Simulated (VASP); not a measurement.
# Li3Ga5 (P1) in VASP: a series of runs

The runs below take Li3Ga5 through single point, relaxation of cell and atoms, with PBE.

Everything below comes from runs of VASP 6.6.1. Logs are shortened: lines on timing, memory, paths and dates and some standing lists are left out, and cuts for length are marked.

**1. The cell of the first run**

The typed cell holds 16 atoms: a = 6.977 Å, b = 6.980 Å, c = 6.983 Å, α = 109.85°, β = 108.76°, γ = 109.82°.

**2. Single point, PBE**

INCAR reads:

```
SYSTEM = Li3Ga5
PREC = Accurate
ENCUT = 520
EDIFF = 1E-7
ISMEAR = 0
SIGMA = 0.1
LREAL = Auto
LASPH = .True.
NELM = 100
ALGO = Fast
ISIF = 2
LWAVE = .False.
LCHARG = .False.
GGA = PE
ISYM = 0
NBANDS = 88
```

KPOINTS reads:

```
Automatic mesh
0
Gamma
  2 2 2
  0.5 0.5 0.5
```

POSCAR reads:

```
Li3Ga5
1.0
   -4.0114564013      4.0103961583     -4.0627013188
    4.0106879814      4.0127170303      4.0657906108
    4.0132539953     -4.0134854503     -4.0675882048
Li Ga
6 10
Direct
    0.2510291269      1.0010075616      0.7510483443
    0.5007803830      0.0006574696      0.5006251263
    1.0011215780      0.5010881891      0.5009561829
    0.7508749004      1.0008406781      0.2504791707
    1.0010387550      1.0008920796      1.0007560160
    0.5009181267      0.5008777941      0.0009156129
    0.0008117399      0.2462996880      0.7459868537
    0.7508473922      0.5004846185      0.7507068825
    0.2463737867      0.2461948558      0.5008447650
    0.5008222495      0.7554219337      0.7553835726
    0.5011382337      0.2462183517      0.2460565713
    0.7554191581      0.7556186112      0.5007182425
    0.2510166699      0.5009870509      0.2507561890
    0.0009489425      0.7553793410      0.2554333423
    0.7463161274      0.2462662789      0.0009093022
    0.2555894500      0.7554256022      1.0007181601
```

Potentials or basis: VASP PAW PBE potentials, release 64 (Li_sv, Ga_d).

Launch:

```
> cat potpaw_PBE.64/Li_sv/POTCAR potpaw_PBE.64/Ga_d/POTCAR > POTCAR
> mpirun -np 1 vasp_std > vasp.out
```

OUTCAR:

```text
SYSTEM = Li3Ga5
   PREC = Accurate
   ENCUT = 520
   EDIFF = 1E-7
   ISMEAR = 0
   LREAL = Auto
   LASPH = .True.
   NELM = 100
   ISIF = 2
   GGA = PE
   ISYM = 0

 ion  position               nearest neighbor table
   1  0.251  0.001  0.751-
   2  0.501  0.001  0.501-
   3  0.001  0.501  0.501-
   4  0.751  0.001  0.250-
   5  0.001  0.001  0.001-
   6  0.501  0.501  0.001-
   7  0.001  0.246  0.746-  12 2.78   9 2.78   8 2.88  13 2.88  16 2.89  15 2.89
   8  0.751  0.500  0.751-   7 2.88   9 2.88  16 2.88  15 2.88  11 2.88  14 2.88  10 2.88  12 2.89

   9  0.246  0.246  0.501-   7 2.78  14 2.78   8 2.88  13 2.88  10 2.89  11 2.89
  10  0.501  0.755  0.755-  16 2.78  15 2.78  13 2.88   8 2.88   9 2.89  12 2.89
  11  0.501  0.246  0.246-  15 2.78  16 2.78   8 2.88  13 2.88  12 2.89   9 2.89
  12  0.755  0.756  0.501-   7 2.78  14 2.78  13 2.88   8 2.89  10 2.89  11 2.89
  13  0.251  0.501  0.251-  12 2.88  14 2.88  15 2.88  16 2.88  10 2.88  11 2.88   7 2.88   9 2.88

  14  0.001  0.755  0.255-   9 2.78  12 2.78  13 2.88   8 2.88  15 2.89  16 2.89
  15  0.746  0.246  0.001-  11 2.78  10 2.78  13 2.88   8 2.88  14 2.89   7 2.89
  16  0.256  0.755  0.001-  10 2.78  11 2.78   8 2.88  13 2.88   7 2.89  14 2.89

IMPORTANT INFORMATION: All symmetrisations will be switched off!
NOSYMM: (Re-)initialisation of all symmetry stuff for point group C_1.

----------------------------------------------------------------------------------------

                                     Primitive cell

  volume of cell :     261.7017

  direct lattice vectors                    reciprocal lattice vectors
    -4.011456401  4.010396158 -4.062701319    -0.000015625  0.124687273 -0.123044231
     4.010687981  4.012717030  4.065790611     0.124638956  0.124651842 -0.000019807
     4.013253995 -4.013485450 -4.067588205     0.124599480  0.000059283 -0.122969324

  length of vectors
     6.977148544  6.979840209  6.982803656     0.175176480  0.176275215  0.175061385

  position of ions in fractional coordinates (direct lattice)
     0.251029127  0.001007562  0.751048344
     0.500780383  0.000657470  0.500625126
     0.001121578  0.501088189  0.500956183
     0.750874900  0.000840678  0.250479171
     0.001038755  0.000892080  0.000756016
     0.500918127  0.500877794  0.000915613
[... 8 lines left out ...]
     0.746316127  0.246266279  0.000909302
     0.255589450  0.755425602  0.000718160

  ion indices of the primitive-cell ions
   primitive index   ion index
                 1           1
                 2           2
                 3           3
                 4           4
                 5           5
                 6           6
[... 8 lines left out ...]
                15          15
                16          16
[... 59 lines left out ...]
   POTIM  = 0.5000    time-step for ionic-motion
   TEBEG  =    0.0;   TEEND  =   0.0 temperature during run
   PSTRESS=    0.0 pullay stress
   NELECT =     148.0000    total number of electrons
   NUPDOWN=      -1.0000    fix difference up-down
   EMIN   =  10.00;   EMAX   =-10.00  energy-range for DOS
   EFERMI =   0.00;   METHOD = LEGACY
   ISMEAR =     0;   SIGMA  =   0.10  broadening in eV -4-tet -1-fermi 0-gaus
   EFERMI_NEDOS =   21; number of points for ismear=-14 and -15
   IALGO  =     68    algorithm
   IMIX   =      4    mixing-type and parameters
     AMIX     =   0.40;   BMIX     =  1.00
     AMIX_MAG =   1.60;   BMIX_MAG =  1.00
  volume/ion in A,a.u.               =      16.36       110.38
  Fermi-wavevector in a.u.,A,eV,Ry     =   1.353817  2.558343 24.937025  1.832820
  Thomas-Fermi vector in A             =   2.481040
   LORBIT       =      0    0 simple, 1 ext, 2 COOP (PROOUT), +10 PAW based schemes
   GGA     = PE    functional components
   LHFCALC =     F    Hartree Fock is set to
   AEXX    =    0.0000 exact exchange contribution
   IVDW    =     0    specifies the selected vdW correction
   LEPSILON=     F    determine dielectric tensor
   LRPA    =     F    only Hartree local field effects (RPA)
 non-spin polarized calculation
 RMM-DIIS sequential band-by-band and
 Gauss-broadening in eV      SIGMA  =   0.10
  energy-cutoff  :      520.00
  volume of cell :      261.70
 maximum number of plane-waves:      7061
 NGX is ok and might be reduce to    54
   NGX = 25   NGY = 25   NGZ = 25

 number of electron     148.0000053 magnetization

 Free energy of the ion-electron system (eV)
  ---------------------------------------------------
  ext. energy  EPLUGINS =         0.00000000
  ---------------------------------------------------
  free energy    TOTEN  =       -44.20848823 eV

  energy without entropy =      -44.17746018  energy(sigma->0) =      -44.19297421

 E-fermi :   4.8576     XC(G=0): -10.2543

 val. band max:        4.4056838235   @ k =   0.2500  -0.2500   0.2500
 cond. band min:       4.8602169593   @ k =  -0.2500  -0.2500   0.2500
 fundamental gap:      0.4545331358
 Fermi energy:         4.8576075184

 k-point     1 :       0.2500    0.2500    0.2500
  band No.  band energies     occupation
      1     -41.6440      2.00000
      2     -41.6437      2.00000
      3     -41.5956      2.00000
      4     -41.5951      2.00000
      5     -41.5944      2.00000
      6     -41.5934      2.00000
[... 345 lines left out ...]
     85       8.4277      0.00000
     86       8.6881      0.00000
 [bands above 86 left out]

------------------------ aborting loop because EDIFF is reached ----------------------------------------

  FORCE on cell =-STRESS in cart. coord.  units (eV):
  Direction    XX          YY          ZZ          XY          YZ          ZX
  --------------------------------------------------------------------------------------
  -------------------------------------------------------------------------------------
  Total        0.0472983      0.0476308     -0.0330604      0.0279959     -0.0066856      0.0016666
  in kB        0.2895675      0.2916028     -0.2024006      0.1713949     -0.0409302      0.0102032
  external PRESSURE =       0.1262566 kB  Pullay stress =       0.0000000 kB

 VOLUME and BASIS-vectors are now :
 -----------------------------------------------------------------------------
  energy-cutoff  :      520.00
  volume of cell :      261.70
      direct lattice vectors                 reciprocal lattice vectors
    -4.011456401  4.010396158 -4.062701319    -0.000015625  0.124687273 -0.123044231
     4.010687981  4.012717030  4.065790611     0.124638956  0.124651842 -0.000019807
     4.013253995 -4.013485450 -4.067588205     0.124599480  0.000059283 -0.122969324

 POSITION                                       TOTAL-FORCE (eV/Angst)
 -----------------------------------------------------------------------------------
      2.01120     -2.00355     -4.07072        -0.002444     -0.000395      0.003719
      0.00291      0.00171     -4.06818         0.001736      0.001491      0.000184
      4.01567      0.00464     -0.00492        -0.001635     -0.001450      0.001973
     -2.00349      2.00938     -4.06601         0.000511     -0.001432     -0.002300
      0.00245      0.00471     -0.00367        -0.000237     -0.001660      0.000463
      0.00313      4.01509     -0.00234        -0.001537      0.002184      0.001952
[... 8 lines left out ...]
     -2.00247      3.97757     -2.03449        -0.004699      0.003325     -0.001802
      2.00737      4.05344      2.03010         0.002799     -0.001396      0.002726
 -----------------------------------------------------------------------------------
    total drift:                                0.000986      0.000579      0.005377

  FREE ENERGIE OF THE ION-ELECTRON SYSTEM (eV)
  ---------------------------------------------------
  free  energy   TOTEN  =       -44.2084882341 eV

  energy  without entropy=      -44.1774601779  energy(sigma->0) =      -44.19297421
```

OSZICAR:

```text
N       E                     dE             d eps       ncg     rms          rms(c)
DAV:   1     0.148730101690E+04    0.14873E+04   -0.66163E+04   744   0.288E+03
DAV:   2     0.251241237459E+03   -0.12361E+04   -0.12016E+04   704   0.774E+02
DAV:   3    -0.105759905302E+02   -0.26182E+03   -0.25213E+03   824   0.229E+02
[... 13 lines left out ...]
RMM:  69    -0.442084879723E+02   -0.98345E-07   -0.13870E-06   906   0.501E-03    0.244E-03
RMM:  70    -0.442084880428E+02   -0.70511E-07   -0.10533E-06   841   0.494E-03    0.243E-03
RMM:  71    -0.442084881172E+02   -0.74335E-07   -0.10434E-06   847   0.492E-03    0.246E-03
RMM:  72    -0.442084881872E+02   -0.70035E-07   -0.10463E-06   894   0.488E-03    0.247E-03
RMM:  73    -0.442084882341E+02   -0.46941E-07   -0.79117E-07   808   0.483E-03
   1 F= -.44208488E+02 E0= -.44192974E+02  d E =-.310281E-01
```

Run time: 9.3 min. Hardware: 1 thread of Intel Xeon Platinum 8559C (Emerald Rapids), shared host; peak memory 0.41 GiB.

What came out:

```
Free energy            : -44.2085 eV
Largest force          : 0.009 eV/Å
Band gap on the k mesh : zero (bands 74 and 75 overlap by 0.65 eV)
```

Forces in eV/Å, atoms in the order of the input:
```
Li  -0.002  0.000  0.004
Li   0.002  0.001  0.000
Li  -0.002 -0.001  0.002
Li   0.001 -0.001 -0.002
Li   0.000 -0.002  0.000
Li  -0.002  0.002  0.002
Ga  -0.001 -0.002 -0.004
Ga   0.005  0.004  0.003
Ga  -0.002  0.001  0.002
Ga  -0.003  0.004 -0.004
Ga   0.008 -0.005  0.001
Ga  -0.002 -0.001 -0.006
Ga  -0.002 -0.004 -0.002
Ga   0.002  0.002  0.003
Ga  -0.005  0.003 -0.002
Ga   0.003 -0.001  0.003
```

Levels at points of the mesh, in eV from the Fermi level:
```tsv
k point	band 71	band 72	band 73	band 74	band 75	band 76	band 77	band 78
(0.25, 0.25, 0.25)	-2.31	-2.30	0.20	0.20	0.71	0.71	0.89	0.90
```

Caveat: the k points lie up to 0.55 Å⁻¹ apart, too coarse for converged energies and pressures of a metal; the cutoff is under 1.25 times the usual one of these potentials, so pressure, stress and relaxed cells hold a basis-set (Pulay) error.

**3. Relaxation of cell and atoms, PBE**

This run uses another cell than the first one, of 19.49 Å³/atom.

INCAR reads:

```
PREC     = Accurate       # precision mode
ENCUT    = 600            # plane-wave cutoff, eV
EDIFF    = 1E-7           # SCF threshold, eV
ISMEAR   = 0              # smearing method
SIGMA    = 0.1            # smearing width, eV
LREAL    = Auto         
LASPH    = T              # aspherical terms in the spheres
NELM     = 80             # most SCF steps
ALGO     = Fast           # electronic algorithm
ISIF     = 3              # what is computed and relaxed
LWAVE    = F              # write WAVECAR
LCHARG   = F              # write CHGCAR
GGA      = PE             # functional
IBRION   = 2              # ionic algorithm
NSW      = 70             # ionic steps
EDIFFG   = -0.04          # ionic threshold
ISYM     = 0
```

KPOINTS is that of step 2.

POSCAR reads:

```
Li3Ga5
1.0
   -4.2717455200      4.2717455200     -4.2717455200
    4.2717455200      4.2717455200      4.2717455200
    4.2717455200     -4.2717455200     -4.2717455200
Li Ga
6 10
Direct
    0.2477859120      0.9957575436      0.7509524625
    0.5025675771      0.0007789041      0.5004218747
    0.9978876393      0.5016525717      0.5006659376
    0.7462245575      0.9991167920      0.2488852648
    0.9970628894      0.9978206188      0.9986721244
    0.4966070473      0.5034489133      0.0009353743
    0.0015789338      0.2456933366      0.7514476086
    0.7626767390      0.5056629086      0.7603423250
    0.2484548667      0.2526016150      0.4998914665
    0.5045731250      0.7535222677      0.7504012458
    0.4985460032      0.2512987393      0.2461339530
    0.7508868052      0.7550003529      0.5014664341
    0.2558789188      0.4975572610      0.2512638502
    0.0040481486      0.7544752488      0.2538025681
    0.7517846798      0.2531551777      0.0051124580
    0.2484827771      0.7461178526      0.9918993867
```

Potentials or basis: VASP PAW PBE potentials, release 64 (Li_sv, Ga_d).

Launch:

```
> cat potpaw_PBE.64/Li_sv/POTCAR potpaw_PBE.64/Ga_d/POTCAR > POTCAR
> mpirun -np 1 vasp_std > vasp.out
```

Wall time 71 min (1 thread of Intel Xeon Platinum 8559C (Emerald Rapids), shared host); peak memory 0.59 GiB.

It converged, with:

| Quantity | Value |
| --- | --- |
| Free energy | -44.2395 eV |
| Relaxed volume | 16.32 Å³/atom |
| Relaxed cell | a = 6.972 Å, b = 6.974 Å, c = 6.978 Å, α = 109.79°, β = 108.85°, γ = 109.77° |
| Space group after relaxing (to 0.1 Å) | P4/mmm (No. 123) |
| Energy gained by relaxing | 64.8 meV/atom |
| Ionic steps | 9 |
| Pressure after relaxing | 0.0 GPa |
| Largest force after relaxing | 0.038 eV/Å |
| Band gap on the k mesh | zero (bands 74 and 75 overlap by 0.66 eV) |

Forces on the atoms (eV/Å):
```
Li   0.016  0.021 -0.006
Li  -0.003 -0.009 -0.010
Li  -0.008  0.007 -0.025
Li  -0.012  0.020 -0.027
Li   0.001  0.020 -0.012
Li  -0.015 -0.001 -0.031
Ga   0.021  0.014  0.011
Ga   0.001  0.003  0.038
Ga  -0.005  0.002  0.012
Ga  -0.002 -0.020  0.005
Ga   0.012 -0.002  0.010
Ga  -0.006 -0.019 -0.007
Ga   0.008 -0.005  0.015
Ga  -0.021 -0.016  0.028
Ga  -0.020  0.006  0.000
Ga   0.032 -0.021  0.000
```

Stress tensor (GPa, compression positive):
```
-0.01  0.00  0.00
 0.00  0.00  0.00
 0.00  0.00  0.09
```

Step by step:
| step | energy change (eV) | largest force (eV/Å) | pressure (GPa) | volume (Å³) |
| --- | --- | --- | --- | --- |
| 1 | 0.0000 | 0.1378 | -5.19 | 311.80 |
| 2 | -0.7633 | 0.1845 | -3.11 | 284.15 |
| 3 | -0.9966 | 0.2147 | -0.53 | 265.20 |
| 4 | -1.0021 | 0.2208 | 0.07 | 261.49 |
| 5 | -1.0021 | 0.2193 | -0.06 | 262.44 |
| 6 | -1.0193 | 0.1635 | -0.04 | 262.06 |
| 7 | -1.0351 | 0.0539 | 0.02 | 261.23 |
| 8 | -1.0351 | 0.0511 | 0.00 | 261.20 |
| 9 | -1.0370 | 0.0383 | 0.03 | 261.18 |

Final structure:
```yaml
crystal:
  lattice:
    - [-4.01047, 4.01035, -4.05525]
    - [4.01035, 4.01205, 4.05705]
    - [4.01334, -4.01217, -4.05989]
  atoms:
    - { symbol: Li, position: [0.25049, 0.99902, 0.75073] }
    - { symbol: Li, position: [0.50129, 0.00210, 0.50056] }
    - { symbol: Li, position: [0.99915, 0.50042, 0.49971] }
    - { symbol: Li, position: [0.74804, 0.00053, 0.24934] }
    - { symbol: Li, position: [0.99939, 0.99945, 0.00083] }
    - { symbol: Li, position: [0.49981, 0.50180, 0.99969] }
    - { symbol: Ga, position: [0.00089, 0.24430, 0.74565] }
    - { symbol: Ga, position: [0.75318, 0.50104, 0.75325] }
    - { symbol: Ga, position: [0.24682, 0.24688, 0.50180] }
    - { symbol: Ga, position: [0.50263, 0.75665, 0.75479] }
    - { symbol: Ga, position: [0.50052, 0.24590, 0.24630] }
    - { symbol: Ga, position: [0.75586, 0.75591, 0.50032] }
    - { symbol: Ga, position: [0.25160, 0.50025, 0.25063] }
    - { symbol: Ga, position: [0.00327, 0.75756, 0.25790] }
    - { symbol: Ga, position: [0.74631, 0.24768, 0.00208] }
    - { symbol: Ga, position: [0.25581, 0.75417, 0.99871] }
```

Levels at points of the mesh, in eV from the Fermi level:
| k point | band 71 | band 72 | band 73 | band 74 | band 75 | band 76 | band 77 | band 78 |
| --- | --- | --- | --- | --- | --- | --- | --- | --- |
| (0.25, 0.25, 0.25) | -2.32 | -2.31 | 0.20 | 0.21 | 0.70 | 0.71 | 0.88 | 0.89 |

Caveat: the k points lie up to 0.55 Å⁻¹ apart in the final cell, too coarse for converged energies and pressures of a metal; the cutoff is under 1.25 times the usual one of these potentials, so pressure, stress and relaxed cells hold a basis-set (Pulay) error; the volume moved by over 15 % at a fixed basis, so the end points are rough.

The gap in the log of VASP goes by the Fermi energy; the results here count the filled bands.